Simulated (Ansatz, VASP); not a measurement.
# BaTiO3: VASP beside Ansatz

File INCAR:

```
SYSTEM = BaTiO3
ALGO     = Normal         ! electronic algorithm
EDIFF    = 1E-6           ! SCF threshold, eV
ENCUT    = 600            ! plane-wave cutoff, eV
GGA      = PS             ! functional
GGA_COMPAT= .False.      
ISIF     = 2              ! what is computed and relaxed
ISMEAR   = 0              ! smearing method
LASPH    = .True.         ! aspherical terms in the spheres
LCHARG   = .False.        ! write CHGCAR
LREAL    = .False.        ! projectors in reciprocal space
LWAVE    = .False.        ! write WAVECAR
NBANDS   = 28             ! bands
NELM     = 120            ! most SCF steps
PREC     = Accurate       ! precision mode
SIGMA    = 0.1            ! smearing width, eV
```

File KPOINTS:

```
k-points
0
Gamma
  4 4 6
  0 0 0
```

File POSCAR:

```
BaTiO3
1.0
    4.1581192492      0.0000000000      0.0000000000
    0.0000000000      4.1581192492      0.0000000000
    0.0000000000      0.0000000000      3.8259745516
Ba O Ti
1 3 1
Direct
    0.0000000000      0.0000000000      0.0000000000
    0.5000000000      0.5000000000      0.0000000000
    0.0000000000      0.5000000000      0.5000000000
    0.5000000000      0.0000000000      0.5000000000
    0.5000000000      0.5000000000      0.5000000000
```

Input for Ansatz:

```yaml
crystal:
  lattice:
    - [4.1581192492, 0.0, 0.0]
    - [0.0, 4.1581192492, 0.0]
    - [0.0, 0.0, 3.8259745516]
  atoms:
    - { symbol: Ba, position: [0.0, 0.0, 0.0] }
    - { symbol: O, position: [0.5, 0.5, 0.0] }
    - { symbol: Ti, position: [0.5, 0.5, 0.5] }
    - { symbol: O, position: [0.0, 0.5, 0.5] }
    - { symbol: O, position: [0.5, 0.0, 0.5] }
basis:
  ecutwfc: 420
kpoints:
  mp_grid: { grid: [4, 4, 6] }
hamiltonian:
  xc: pbesol
  pseudopotentials: { kind: paw, azcp: { folder: soft_1 } }
scf:
  occupations: { method: gaussian, width: 0.1 }
output:
  forces: true
  stress: true
  eigenvalues: true
```

Alike in both runs: task single point; functional PBEsol; k mesh 4 × 4 × 6; occupations gaussian, width 0.1 eV; no spin polarisation.

|  | VASP | Ansatz |
| --- | --- | --- |
| version | VASP 6.6.1 | Ansatz 0.2.0 |
| potentials or method | VASP PAW PBE potentials, release 64 (Ba_sv, O, Ti_sv), cutoff 600 eV | scalar-relativistic, plane waves, PAW |
| valence electrons in the cell | 40 | 40 |

```csv
,VASP,Ansatz,Ansatz less VASP
gap on the k mesh at the Fermi level (eV),1.46,1.53,+0.061
least direct gap on the mesh (eV),1.64,1.68,+0.033
pressure (GPa),-5.8,-7.3,-1.46
```

VASP's potentials were made for PBE, not for PBEsol, and Ansatz warns of the same on its side.

Neither program's run includes spin-orbit coupling.
